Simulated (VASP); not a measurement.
# PbSe in VASP: notebook

PbSe is run at these levels: r2SCAN; tasks: single point.

Program: VASP 6.6.1. These are calculated values, not measurements. Logs are shortened: lines on timing, memory, paths and dates and some standing lists are left out, and cuts for length are marked.

### 1 The cell of the first run

The cell holds a slab with vacuum, 4 atoms: a = 4.415 Å, b = 4.415 Å, c = 12.399 Å, α = 100.23°, β = 100.23°, γ = 90.13°.

### 2 Single point, r2SCAN

POSCAR

```
PbSe
1.0
    4.4148900000      0.0000000000      0.0000000000
   -0.0103110000      4.4148780000      0.0000000000
   -2.2022890000     -2.2074390000     12.0007990000
Pb Se
2 2
Direct
    0.8001900000      0.8145460000      0.6176240000
    0.1926960000      0.1931600000      0.3815570000
    0.3001050000      0.3157340000      0.6220350000
    0.6768540000      0.7126680000      0.3768060000
```

INCAR.step1

```
SYSTEM = PbSe
PREC = Accurate
ENCUT = 520
ISMEAR = 0
SIGMA = 0.01
LREAL = .False.
LASPH = .True.
NELM = 60
NBANDS = 28
GGA = PE
ALGO = Normal
EDIFF = 1E-4
LWAVE = .True.
LCHARG = .False.
```

INCAR.step2

```
SYSTEM = PbSe
PREC = Accurate
ENCUT = 520
EDIFF = 1E-7
ISMEAR = 0
SIGMA = 0.01
LREAL = .False.
LASPH = .True.
NELM = 60
ALGO = Normal
ISIF = 2
LWAVE = .False.
LCHARG = .False.
METAGGA = R2SCAN
LMIXTAU = .True.
NBANDS = 28
ISTART = 1
```

KPOINTS

```
Automatic mesh
0
Gamma
  3 3 2
  0.5 0.5 0.5
```

Potentials or basis: VASP PAW PBE potentials, release 64 (Pb_d, Se).

Started as:

```
$ cat potpaw_PBE.64/Pb_d/POTCAR potpaw_PBE.64/Se/POTCAR > POTCAR
$ cp INCAR.step1 INCAR
$ mpirun -np 1 vasp_std > vasp.out
$ cp INCAR.step2 INCAR
$ mpirun -np 1 vasp_std > vasp.out
```

OUTCAR:

```text
SYSTEM = PbSe
   PREC = Accurate
   ENCUT = 520
   EDIFF = 1E-7
   ISMEAR = 0
   LREAL = .False.
   LASPH = .True.
   NELM = 60
   ISIF = 2
   METAGGA = R2SCAN
   ISTART = 1

 ion  position               nearest neighbor table
   1  0.800  0.815  0.618-   4 2.89   3 3.11   3 3.12   3 3.13   3 3.13
   2  0.193  0.193  0.382-   3 2.89   4 3.02   4 3.09   4 3.15   4 3.24
   3  0.300  0.316  0.622-   2 2.89   1 3.11   1 3.12   1 3.13   1 3.13
   4  0.677  0.713  0.377-   1 2.89   2 3.02   2 3.09   2 3.15   2 3.24

  LATTYP: Found a face centered orthorhombic cell.
 ALAT       =     6.2363021032
 B/A-ratio  =     1.0023382392
 C/A-ratio  =     3.8486907149

  Lattice vectors:

 A1 = (  -2.2126000000,   2.2074390000,  12.0007990000)
 A2 = (   2.2022900000,   2.2074390000,  12.0007990000)
 A3 = (  -0.0103110000,   4.4148780000,   0.0000000000)

Analysis of symmetry for initial positions (statically):
=====================================================================
 Subroutine PRICEL returns:
 Original cell was already a primitive cell.

 Routine SETGRP: Setting up the symmetry group for a
 face centered orthorhombic supercell.

 Subroutine GETGRP returns: Found  1 space group operations
 (whereof  1 operations were pure point group operations)
 out of a pool of  8 trial point group operations.

The static configuration has the point symmetry C_1 .

Analysis of symmetry for dynamics (positions and initial velocities):
=====================================================================
 Subroutine PRICEL returns:
 Original cell was already a primitive cell.

 Routine SETGRP: Setting up the symmetry group for a
 face centered orthorhombic supercell.

 Subroutine GETGRP returns: Found  1 space group operations
 (whereof  1 operations were pure point group operations)
 out of a pool of  8 trial point group operations.

The dynamic configuration has the point symmetry C_1 .

 Subroutine INISYM returns: Found  1 space group operations
 (whereof  1 operations are pure point group operations),
 and found     1 'primitive' translations

----------------------------------------------------------------------------------------

                                     Primitive cell

  volume of cell :     233.9100

  direct lattice vectors                    reciprocal lattice vectors
     4.414890000  0.000000000  0.000000000     0.226506210  0.000529008  0.041663883
[... 95 lines left out ...]
   NELM   =     60;   NELMIN=  2; NELMDL=  0     # of ELM steps
   EDIFF  = 0.1E-06   stopping-criterion for ELM
   LREAL  =      F    real-space projection
   EDIFFG = 0.1E-05   stopping-criterion for IOM
   NSW    =      0    number of steps for IOM
   IBRION =     -1    ionic relax: 0-MD 1-quasi-New 2-CG
   NFREE  =      0    steps in history (QN), initial steepest desc. (CG)
   ISIF   =      2    stress and relaxation
   ISYM   =      2    0-nonsym 1-usesym 2-fastsym
   POTIM  = 0.5000    time-step for ionic-motion
   TEBEG  =    0.0;   TEEND  =   0.0 temperature during run
   PSTRESS=    0.0 pullay stress
   NELECT =      40.0000    total number of electrons
   NUPDOWN=      -1.0000    fix difference up-down
   EMIN   =  10.00;   EMAX   =-10.00  energy-range for DOS
   EFERMI =   0.00;   METHOD = LEGACY
   ISMEAR =     0;   SIGMA  =   0.01  broadening in eV -4-tet -1-fermi 0-gaus
   EFERMI_NEDOS =   21; number of points for ismear=-14 and -15
   IALGO  =     38    algorithm
   IMIX   =      4    mixing-type and parameters
     AMIX     =   0.40;   BMIX     =  1.00
     AMIX_MAG =   1.60;   BMIX_MAG =  1.00
  volume/ion in A,a.u.               =      58.48       394.63
  Fermi-wavevector in a.u.,A,eV,Ry     =   0.908682  1.717160 11.234370  0.825703
  Thomas-Fermi vector in A             =   2.032637
   LORBIT       =      0    0 simple, 1 ext, 2 COOP (PROOUT), +10 PAW based schemes
   METAGGA = R2SCAN    functional components
   LHFCALC =     F    Hartree Fock is set to
   AEXX    =    0.0000 exact exchange contribution
   IVDW    =     0    specifies the selected vdW correction
   LEPSILON=     F    determine dielectric tensor
   LRPA    =     F    only Hartree local field effects (RPA)
 non-spin polarized calculation
 Gauss-broadening in eV      SIGMA  =   0.01
  energy-cutoff  :      520.00
  volume of cell :      233.91
 maximum number of plane-waves:      6306
 NGX is ok and might be reduce to    36
   NGX = 17   NGY = 17   NGZ = 45

 number of electron      40.0000000 magnetization

 Free energy of the ion-electron system (eV)
  ---------------------------------------------------
  ext. energy  EPLUGINS =         0.00000000
  ---------------------------------------------------
  free energy    TOTEN  =      -143.53845247 eV

  energy without entropy =     -143.53845247  energy(sigma->0) =     -143.53845247

 E-fermi :  -0.6231     XC(G=0):  -5.7122

 val. band max:       -0.6814141239   @ k =   0.1667   0.1667   0.2500
 cond. band min:       1.9533449341   @ k =   0.1667   0.1667   0.2500
 fundamental gap:      2.6347590580
 Fermi energy:        -0.6231084455

 k-point     1 :       0.1667    0.1667    0.2500
  band No.  band energies     occupation
      1     -17.3712      2.00000
      2     -17.3021      2.00000
      3     -17.2945      2.00000
      4     -17.2923      2.00000
      5     -17.2885      2.00000
      6     -17.2859      2.00000
[... 268 lines left out ...]
     27       4.9244      0.00000
     28       6.8190      0.00000

------------------------ aborting loop because EDIFF is reached ----------------------------------------

  FORCE on cell =-STRESS in cart. coord.  units (eV):
  Direction    XX          YY          ZZ          XY          YZ          ZX
  --------------------------------------------------------------------------------------
  -------------------------------------------------------------------------------------
  Total       -1.4959243     -1.4770079     -1.4608812      0.0116683      0.1787155      0.0512800
  in kB      -10.2464036    -10.1168345    -10.0063736      0.0799223      1.2241201      0.3512450
  external PRESSURE =     -10.1232039 kB  Pullay stress =       0.0000000 kB

 VOLUME and BASIS-vectors are now :
 -----------------------------------------------------------------------------
  energy-cutoff  :      520.00
  volume of cell :      233.91
      direct lattice vectors                 reciprocal lattice vectors
     4.414890000  0.000000000  0.000000000     0.226506210  0.000529008  0.041663883
    -0.010311000  4.414878000  0.000000000     0.000000000  0.226506825  0.041663893
    -2.202289000 -2.207439000 12.000799000     0.000000000  0.000000000  0.083327785

 POSITION                                       TOTAL-FORCE (eV/Angst)
 -----------------------------------------------------------------------------------
      2.16417      2.23275      7.41198         0.006275      0.008979     -0.276206
      0.00844      0.01051      4.57899        -0.048483      0.048890      0.249617
     -0.04823      0.02082      7.46492         0.012155      0.050993     -0.218272
      2.15105      2.31457      4.52197         0.030053     -0.108862      0.244860
 -----------------------------------------------------------------------------------
    total drift:                                0.000424      0.000411      0.000454

  FREE ENERGIE OF THE ION-ELECTRON SYSTEM (eV)
  ---------------------------------------------------
  free  energy   TOTEN  =      -143.5384524740 eV

  energy  without entropy=     -143.5384524740  energy(sigma->0) =     -143.53845247
```

OUTCAR.step1:

```text
SYSTEM = PbSe
   PREC = Accurate
   ENCUT = 520
   ISMEAR = 0
   LREAL = .False.
   LASPH = .True.
   NELM = 60
[... 513 lines left out ...]
      0.00844      0.01051      4.57899        -0.062974      0.078377      0.146618
     -0.04823      0.02082      7.46492         0.012096      0.050739     -0.032914
      2.15105      2.31457      4.52197         0.048052     -0.132060      0.058060
 -----------------------------------------------------------------------------------
    total drift:                                0.000708     -0.000100      0.001019

  FREE ENERGIE OF THE ION-ELECTRON SYSTEM (eV)
  ---------------------------------------------------
  free  energy   TOTEN  =       -16.1940340527 eV

  energy  without entropy=      -16.1940340527  energy(sigma->0) =      -16.19403405
```

Wall time 12 min (1 thread of Intel Xeon 8259CL, shared host); peak memory 0.39 GiB.

Results:

| Quantity | Value |
| --- | --- |
| Free energy | -143.5385 eV |
| Largest force | 0.276 eV/Å |
| Band gap on the k mesh | 2.63 eV |

Forces in eV/Å, atoms in the order of the input:
```
Pb   0.006  0.009 -0.276
Pb  -0.048  0.049  0.250
Se   0.012  0.051 -0.218
Se   0.030 -0.109  0.245
```

Caveat: there is no dipole correction, which matters where the two faces differ; the PAW data sets were made with another functional, which shifts forces and pressure a little; spin-orbit coupling is left out, which moves the levels of the heavy elements.

### 3 Single point, r2SCAN

POSCAR is that of step 2.

INCAR.step1

```
SYSTEM = PbSe
PREC = Accurate
ENCUT = 550
ISMEAR = 0
SIGMA = 0.01
LREAL = .False.
LASPH = .True.
NELM = 120
NBANDS = 28
GGA = PE
ALGO = Normal
EDIFF = 1E-5
LWAVE = .True.
LCHARG = .False.
GGA_COMPAT = .False.
ISYM = -1
```

INCAR.step2

```
SYSTEM = PbSe
PREC = Accurate
ENCUT = 550
EDIFF = 1E-6
ISMEAR = 0
SIGMA = 0.01
LREAL = .False.
LASPH = .True.
NELM = 120
ALGO = Normal
ISIF = 2
LWAVE = .False.
LCHARG = .False.
METAGGA = R2SCAN
LMIXTAU = .True.
NBANDS = 28
ISTART = 1
GGA_COMPAT = .False.
ISYM = -1
```

KPOINTS

```
explicit points
9
Reciprocal
  0.16666667   0.16666667   0.25000000 2
  0.16666667   0.16666667   0.75000000 2
  0.16666667   0.50000000   0.25000000 2
  0.16666667   0.50000000   0.75000000 2
  0.16666667   0.83333333   0.25000000 2
  0.16666667   0.83333333   0.75000000 2
  0.50000000   0.16666667   0.25000000 2
  0.50000000   0.16666667   0.75000000 2
  0.50000000   0.50000000   0.25000000 2
```

Potentials or basis: VASP PAW PBE potentials, release 64 (Pb_d, Se).

Started as:

```
$ cat potpaw_PBE.64/Pb_d/POTCAR potpaw_PBE.64/Se/POTCAR > POTCAR
$ cp INCAR.step1 INCAR
$ mpirun -np 1 vasp_std > vasp.out
$ cp INCAR.step2 INCAR
$ mpirun -np 1 vasp_std > vasp.out
```

Run time: 3 min. Hardware: 1 thread of Intel Xeon 6975P-C (Granite Rapids), shared host; peak memory 0.39 GiB.

It converged, with:

* Free energy: -143.5386 eV
* Largest force: 0.277 eV/Å
* Band gap on the k mesh: 2.63 eV

Forces on the atoms (eV/Å):
```
Pb   0.006  0.009 -0.276
Pb  -0.049  0.049  0.250
Se   0.012  0.051 -0.218
Se   0.030 -0.109  0.245
```

Levels at points of the mesh, in eV from the valence-band top:
```csv
k point,band 18,band 19,band 20,band 21,band 22,band 23
"(0.17, 0.17, 0.25)",-0.80,-0.19,0.00,2.63,3.05,3.80
```

Caveat: there is no dipole correction, which matters where the two faces differ; the PAW data sets were made with another functional, which shifts forces and pressure a little; spin-orbit coupling is left out, which moves the levels of the heavy elements.
